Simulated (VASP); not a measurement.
# BaTiO3 in VASP: further runs

Runs on BaTiO3. Level: PBE. Tasks: electric field gradients.

Program: VASP 6.6.1. These are calculated values, not measurements. Logs are shortened: lines on timing, memory, paths and dates and some standing lists are left out, and cuts for length are marked.

## (1) The cell of the first run

The structure is tetragonal, space group P4/mmm (No. 123). The conventional cell has a = 4.052 Å, b = 4.052 Å, c = 4.071 Å, α = 90.00°, β = 90.00°, γ = 90.00°. Within 3.8 Å of Ba (site symmetry 4/mmm) lie 12 O at 2.87 Å and 8 Ti at 3.51 Å. Within 2.7 Å of Ti (site symmetry 4/mmm) lie 6 O at 2.03 to 2.04 Å. O (site symmetry 4/mmm) has 2 Ti at 2.04 Å within 2.7 Å. O (site symmetry mmm) has 2 Ti at 2.03 Å within 2.7 Å.

## (2) Electric field gradients, PBE (13.37 Å³/atom)

INCAR

```
  ALGO = Normal
  EDIFF = 1E-8
  ENCUT = 520
  GGA = PE
  ISIF = 2
  ISMEAR = -1
  LASPH = True
  LCHARG = False
  LEFG = True
  LREAL = False
  LWAVE = False
  NBANDS = 28
  NELM = 100
  PREC = Accurate
  SIGMA = 0.03
```

KPOINTS

```
k-points
0
Gamma
  7 7 7
```

POSCAR

```
BaTiO3
1.0
    4.0524349834      0.0000000000      0.0000000000
    0.0000000000      4.0524349834      0.0000000000
    0.0000000000      0.0000000000      4.0708744846
Ba Ti O
1 1 3
Direct
    0.0000000000      0.0000000000      0.0000000000
    0.5000000000      0.5000000000      0.5000000000
    0.5000000000      0.5000000000      0.0000000000
    0.5000000000      0.0000000000      0.5000000000
    0.0000000000      0.5000000000      0.5000000000
```

Potentials or basis: VASP PAW PBE potentials, release 64 (Ba_sv, Ti_sv, O).

Command:

```console
cat potpaw_PBE.64/Ba_sv/POTCAR potpaw_PBE.64/Ti_sv/POTCAR potpaw_PBE.64/O/POTCAR > POTCAR
mpirun -np 1 vasp_std > vasp.out
```

OUTCAR:

```text
EDIFF = 1E-8
   ENCUT = 520
   GGA = PE
   ISIF = 2
   ISMEAR = -1
   LASPH = True
   LREAL = False
   NELM = 100
   PREC = Accurate

 ion  position               nearest neighbor table
   1  0.000  0.000  0.000-   3 2.87   3 2.87   3 2.87   3 2.87   5 2.87   4 2.87   5 2.87   5 2.87
                             5 2.87   4 2.87   4 2.87   4 2.87   2 3.51   2 3.51   2 3.51   2 3.51
   2  0.500  0.500  0.500-   4 2.03   5 2.03   4 2.03   5 2.03   3 2.04   3 2.04   1 3.51   1 3.51
                             1 3.51   1 3.51   1 3.51   1 3.51   1 3.51   1 3.51
   3  0.500  0.500  0.000-   2 2.04   2 2.04   1 2.87   1 2.87   1 2.87   1 2.87
   4  0.500  0.000  0.500-   2 2.03   2 2.03   1 2.87   1 2.87   1 2.87   1 2.87
   5  0.000  0.500  0.500-   2 2.03   2 2.03   1 2.87   1 2.87   1 2.87   1 2.87

  LATTYP: Found a simple tetragonal cell.
 ALAT       =     4.0524349834
 C/A-ratio  =     1.0045502275

  Lattice vectors:

 A1 = (   4.0524349834,   0.0000000000,   0.0000000000)
 A2 = (   0.0000000000,   4.0524349834,   0.0000000000)
 A3 = (   0.0000000000,   0.0000000000,   4.0708744846)

Analysis of symmetry for initial positions (statically):
=====================================================================
 Subroutine PRICEL returns:
 Original cell was already a primitive cell.

 Routine SETGRP: Setting up the symmetry group for a
 simple tetragonal supercell.

 Subroutine GETGRP returns: Found 16 space group operations
 (whereof 16 operations were pure point group operations)
 out of a pool of 16 trial point group operations.

The static configuration has the point symmetry D_4h.

Analysis of symmetry for dynamics (positions and initial velocities):
=====================================================================
 Subroutine PRICEL returns:
 Original cell was already a primitive cell.

 Routine SETGRP: Setting up the symmetry group for a
 simple tetragonal supercell.

 Subroutine GETGRP returns: Found 16 space group operations
 (whereof 16 operations were pure point group operations)
 out of a pool of 16 trial point group operations.

The dynamic configuration has the point symmetry D_4h.

 Subroutine INISYM returns: Found 16 space group operations
 (whereof 16 operations are pure point group operations),
 and found     1 'primitive' translations

----------------------------------------------------------------------------------------

                                     Primitive cell

  volume of cell :      66.8528

  direct lattice vectors                    reciprocal lattice vectors
     4.052434983  0.000000000  0.000000000     0.246765217  0.000000000  0.000000000
     0.000000000  4.052434983  0.000000000     0.000000000  0.246765217  0.000000000
     0.000000000  0.000000000  4.070874485     0.000000000  0.000000000  0.245647466

  length of vectors
     4.052434983  4.052434983  4.070874485     0.246765217  0.246765217  0.245647466

  position of ions in fractional coordinates (direct lattice)
     0.000000000  0.000000000  0.000000000
     0.500000000  0.500000000  0.500000000
     0.500000000  0.500000000  0.000000000
     0.500000000  0.000000000  0.500000000
     0.000000000  0.500000000  0.500000000

  ion indices of the primitive-cell ions
   primitive index   ion index
                 1           1
                 2           2
                 3           3
                 4           4
                 5           5

----------------------------------------------------------------------------------------

 KPOINTS: k-points

Automatic generation of k-mesh.
 Grid dimensions read from file:
 generate k-points for:    7    7    7

 Generating k-lattice:

  Cartesian coordinates                     Fractional coordinates (reciprocal lattice)
     0.035252174  0.000000000  0.000000000     0.142857143  0.000000000  0.000000000
     0.000000000  0.035252174  0.000000000     0.000000000  0.142857143  0.000000000
     0.000000000  0.000000000  0.035092495     0.000000000  0.000000000  0.142857143

  Length of vectors
     0.035252174  0.035252174  0.035092495

  Shift w.r.t. Gamma in fractional coordinates (k-lattice)
     0.000000000  0.000000000  0.000000000

 Subroutine IBZKPT returns following result:
 ===========================================

 Found     40 irreducible k-points:

 Following reciprocal coordinates:
            Coordinates               Weight
  0.000000  0.000000  0.000000      1.000000
  0.142857  0.000000  0.000000      4.000000
  0.285714  0.000000  0.000000      4.000000
  0.428571  0.000000  0.000000      4.000000
  0.142857  0.142857  0.000000      4.000000
  0.285714  0.142857  0.000000      8.000000
[... 16 lines left out ...]
  0.285714  0.000000  0.285714      8.000000
  0.428571  0.000000  0.285714      8.000000
 [... further k-points ...]
   k-points           NKPTS =     40   k-points in BZ     NKDIM =     40   number of bands    NBANDS=     28
   number of dos      NEDOS =    301   number of ions     NIONS =      5
   total plane-waves  NPLWV =  27000
   dimension x,y,z NGX =    30 NGY =   30 NGZ =   30
   dimension x,y,z NGXF=    60 NGYF=   60 NGZF=   60
   ions per type =               1   1   3
   NGX,Y,Z   is equivalent  to a cutoff of  12.31, 12.31, 12.25 a.u.
   NGXF,Y,Z  is equivalent  to a cutoff of  24.61, 24.61, 24.50 a.u.
 SYSTEM =  unknown system
   PREC   = accura    normal or accurate (medium, high low for compatibility)
   ISTART =      0    job   : 0-new  1-cont  2-samecut
   ICHARG =      2    charge: 1-file 2-atom 10-const
   ISPIN  =      1    spin polarized calculation?
   LNONCOLLINEAR =      F non collinear calculations
   LSORBIT =      F    spin-orbit coupling
   LASPH  =      T    aspherical Exc in radial PAW
   ENCUT  =  520.0 eV  38.22 Ry    6.18 a.u.   7.53  7.53  7.57*2*pi/ulx,y,z
   NELM   =    100;   NELMIN=  2; NELMDL= -5     # of ELM steps
   EDIFF  = 0.1E-07   stopping-criterion for ELM
   LREAL  =      F    real-space projection
   EDIFFG = 0.1E-06   stopping-criterion for IOM
   NSW    =      0    number of steps for IOM
   IBRION =     -1    ionic relax: 0-MD 1-quasi-New 2-CG
   NFREE  =      0    steps in history (QN), initial steepest desc. (CG)
   ISIF   =      2    stress and relaxation
   ISYM   =      2    0-nonsym 1-usesym 2-fastsym
   POTIM  = 0.5000    time-step for ionic-motion
   TEBEG  =    0.0;   TEEND  =   0.0 temperature during run
   PSTRESS=    0.0 pullay stress
   NELECT =      40.0000    total number of electrons
   NUPDOWN=      -1.0000    fix difference up-down
   EMIN   =  10.00;   EMAX   =-10.00  energy-range for DOS
   EFERMI =   0.00;   METHOD = LEGACY
   ISMEAR =    -1;   SIGMA  =   0.03  broadening in eV -4-tet -1-fermi 0-gaus
   EFERMI_NEDOS =   21; number of points for ismear=-14 and -15
   IALGO  =     38    algorithm
   IMIX   =      4    mixing-type and parameters
     AMIX     =   0.40;   BMIX     =  1.00
     AMIX_MAG =   1.60;   BMIX_MAG =  1.00
  volume/ion in A,a.u.               =      13.37        90.23
  Fermi-wavevector in a.u.,A,eV,Ry     =   1.379500  2.606876 25.892144  1.903019
  Thomas-Fermi vector in A             =   2.504463
   LORBIT       =      0    0 simple, 1 ext, 2 COOP (PROOUT), +10 PAW based schemes
   GGA     = PE    functional components
   LHFCALC =     F    Hartree Fock is set to
   AEXX    =    0.0000 exact exchange contribution
   IVDW    =     0    specifies the selected vdW correction
   LEPSILON=     F    determine dielectric tensor
   LRPA    =     F    only Hartree local field effects (RPA)
 non-spin polarized calculation
  energy-cutoff  :      520.00
  volume of cell :       66.85
 maximum number of plane-waves:      1823
 NGX is ok and might be reduce to    30
   NGX = 15   NGY = 15   NGZ = 15

 number of electron      39.9999982 magnetization

 Free energy of the ion-electron system (eV)
  ---------------------------------------------------
  ext. energy  EPLUGINS =         0.00000000
  ---------------------------------------------------
  free energy    TOTEN  =       -39.97518971 eV

  energy without entropy =      -39.97518971  energy(sigma->0) =      -39.97518971

 E-fermi :   4.1606     XC(G=0): -11.0414

 val. band max:        3.4611158324   @ k =   0.4286   0.4286   0.4286
 cond. band min:       5.1761700131   @ k =   0.0000   0.0000   0.0000
 fundamental gap:      1.7150541806
 Fermi energy:         4.1606276651

 k-point     1 :       0.0000    0.0000    0.0000
  band No.  band energies     occupation
      1     -53.2925      2.00000
      2     -29.4825      2.00000
      3     -29.4825      2.00000
      4     -29.4819      2.00000
      5     -21.3992      2.00000
      6     -13.2778      2.00000
[... 20 lines left out ...]
     27       8.5439      0.00000
     28      10.4528      0.00000

 k-point     2 :       0.1429    0.0000    0.0000
  band No.  band energies     occupation
      1     -53.2923      2.00000
      2     -29.4906      2.00000
      3     -29.4822      2.00000
      4     -29.4816      2.00000
      5     -21.3815      2.00000
      6     -13.2789      2.00000
[... 20 lines left out ...]
     27       8.9096      0.00000
     28      10.9318      0.00000

 k-point     3 :       0.2857    0.0000    0.0000
  band No.  band energies     occupation
      1     -53.2920      2.00000
      2     -29.5088      2.00000
      3     -29.4815      2.00000
      4     -29.4809      2.00000
      5     -21.3411      2.00000
      6     -13.3359      2.00000
[... 616 lines left out ...]
      3     -29.5053      2.00000
      4     -29.4806      2.00000
      5     -21.2962      2.00000
      6     -13.1881      2.00000
[... 20 lines left out ...]
     27      11.1689      0.00000
     28      11.7976      0.00000

 k-point    24 :       0.4286    0.0000    0.2857
  band No.  band energies     occupation
      1     -53.2912      2.00000
      2     -29.5218      2.00000
      3     -29.5046      2.00000
      4     -29.4801      2.00000
      5     -21.2698      2.00000
      6     -13.1457      2.00000
[... 20 lines left out ...]
     27      11.7030      0.00000
     28      12.1505      0.00000

 [... further k-points ...]

------------------------ aborting loop because EDIFF is reached ----------------------------------------

  FORCE on cell =-STRESS in cart. coord.  units (eV):
  Direction    XX          YY          ZZ          XY          YZ          ZX
  --------------------------------------------------------------------------------------
  -------------------------------------------------------------------------------------
  Total       -1.1159279     -1.1159279     -1.4182763      0.0000000     -0.0000000      0.0000000
  in kB      -26.7440329    -26.7440329    -33.9900350      0.0000000     -0.0000000      0.0000000
  external PRESSURE =     -29.1593669 kB  Pullay stress =       0.0000000 kB

 VOLUME and BASIS-vectors are now :
 -----------------------------------------------------------------------------
  energy-cutoff  :      520.00
  volume of cell :       66.85
      direct lattice vectors                 reciprocal lattice vectors
     4.052434983  0.000000000  0.000000000     0.246765217  0.000000000  0.000000000
     0.000000000  4.052434983  0.000000000     0.000000000  0.246765217  0.000000000
     0.000000000  0.000000000  4.070874485     0.000000000  0.000000000  0.245647466

 POSITION                                       TOTAL-FORCE (eV/Angst)
 -----------------------------------------------------------------------------------
      0.00000      0.00000      0.00000         0.000000      0.000000      0.000000
      2.02622      2.02622      2.03544         0.000000      0.000000      0.000000
      2.02622      2.02622      0.00000         0.000000      0.000000      0.000000
      2.02622      0.00000      2.03544         0.000000      0.000000      0.000000
      0.00000      2.02622      2.03544         0.000000      0.000000      0.000000
 -----------------------------------------------------------------------------------
    total drift:                                0.000000      0.000000     -0.000000

  FREE ENERGIE OF THE ION-ELECTRON SYSTEM (eV)
  ---------------------------------------------------
  free  energy   TOTEN  =       -39.9751897095 eV

  energy  without entropy=      -39.9751897095  energy(sigma->0) =      -39.97518971

 Electric field gradients (V/A^2)
---------------------------------------------------------------------
 ion       V_xx      V_yy      V_zz      V_xy      V_xz      V_yz
---------------------------------------------------------------------
   1      -0.360    -0.360     0.720     0.000     0.000    -0.000
   2      -1.843    -1.843     3.687    -0.000     0.000    -0.000
   3     -14.909   -14.909    29.818    -0.000     0.000     0.000
   4     -14.644    27.778   -13.134     0.000     0.000    -0.000
   5      27.778   -14.644   -13.134     0.000     0.000     0.000
---------------------------------------------------------------------

 Electric field gradients after diagonalization (V/A^2)
 (convention: |V_zz| > |V_xx| > |V_yy|)
----------------------------------------------------------------------
 ion       V_xx      V_yy      V_zz     asymmetry (V_yy - V_xx)/ V_zz
----------------------------------------------------------------------
   1      -0.360    -0.360     0.720       0.000
   2      -1.843    -1.843     3.687       0.000
   3     -14.909   -14.909    29.818       0.000
   4     -14.644   -13.134    27.778       0.054
   5     -14.644   -13.134    27.778       0.054
----------------------------------------------------------------------

           NMR quadrupolar parameters

 Cq : quadrupolar parameter    Cq=e*Q*V_zz/h
 eta: asymmetry parameters     (V_yy - V_xx)/ V_zz
 Q  : nuclear electric quadrupole moment in mb (millibarn)
----------------------------------------------------------------------
 ion       Cq(MHz)       eta       Q (mb)
----------------------------------------------------------------------
   1       0.002       0.000       1.000
   2       0.009       0.000       1.000
   3       0.072       0.000       1.000
   4       0.067       0.054       1.000
   5       0.067       0.054       1.000
----------------------------------------------------------------------
```

It took 64 s on 1 thread of Intel Xeon Platinum 8488C (Sapphire Rapids), shared host; peak memory 0.22 GiB.

What came out:

```
Free energy                             : -39.9752 eV
Pressure                                : -2.9 GPa
Band gap on the k mesh                  : 1.72 eV (least direct gap 1.84 eV)
Largest electric field gradient by atom : Ba +0.7; Ti +3.7; O +29.8, +27.8 (each value once) V/Å²
```

Levels at points of the mesh, in eV from the valence-band top:
| k point | band 18 | band 19 | band 20 | band 21 | band 22 | band 23 |
| --- | --- | --- | --- | --- | --- | --- |
| (0.00, 0.00, 0.00) | -0.13 | -0.12 | -0.12 | 1.72 | 1.72 | 1.72 |

Electric field gradients, principal values (V/Å²):
```csv
atom,least,middle,greatest (by size)
1 Ba,-0.360,-0.360,0.720
2 Ti,-1.843,-1.843,3.687
3 O,-14.909,-14.909,29.818
4 O,-13.134,-14.644,27.778
5 O,-13.134,-14.644,27.778
```

Caveat: without QUAD_EFG the Cq values of the log hold for a quadrupole moment of 1 mb, not for the nuclei; spin-orbit coupling is left out, which moves the levels of the heavy elements; an odd mesh through Γ misses points on the zone boundary, where band edges can lie.

(Part 1 of 2 ends here.)
